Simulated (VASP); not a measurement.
The system is Li3Dy.

```
CELL_PARAMETERS angstrom
3.61242 0.00000 0.00000
0.00000 3.61242 0.00000
0.00000 0.00000 4.92580
ATOMIC_POSITIONS crystal
Li 0.00000 0.00000 0.00000
Li 0.50000 0.50000 0.00000
Li 0.00000 0.00000 0.50000
Dy 0.50000 0.50000 0.50000
```

The cell was generated, and may not be a known phase.

* Program: VASP 6.6.1
* Task: relaxation of cell and atoms
* Functional: PBE
* Potentials or basis: VASP PAW PBE potentials, release 64 (Li_sv, Dy_3), 4f in core
* Cutoff: 750 eV
* k mesh: 6 × 6 × 4
* Occupations: gaussian, width 0.1 eV
* Spin: no spin polarisation

At the start: pressure 14.6 GPa; volume 16.07 Å³/atom.

Question: Where does the relaxation end?

Answer: Over 6 steps the energy falls by 330.2 meV/atom and the volume is 25.45 Å³/atom (+58.4 %); space group P4/mmm (No. 123, to 0.1 Å) before and after.

Step by step:
```csv
step,energy change (eV),largest force (eV/Å),pressure (GPa),volume (Å³)
1,0.0000,0.0000,14.62,64.28
2,-0.9435,0.0000,6.03,78.88
3,-1.2929,0.0000,1.32,94.97
4,-1.3161,0.0000,0.31,100.31
5,-1.3167,0.0000,0.15,101.25
6,-1.3210,0.0000,0.04,101.79
```

Final structure:
```yaml
crystal:
  lattice:
    - [4.11768, 0.00000, 0.00000]
    - [0.00000, 4.11768, 0.00000]
    - [0.00000, 0.00000, 6.00361]
  atoms:
    - { symbol: Li, position: [0.00000, 0.00000, 0.00000] }
    - { symbol: Li, position: [0.50000, 0.50000, 0.00000] }
    - { symbol: Li, position: [0.00000, 0.00000, 0.50000] }
    - { symbol: Dy, position: [0.50000, 0.50000, 0.50000] }
```

Caveat: the volume moved by over 15 % at a fixed basis, so the end points are rough.
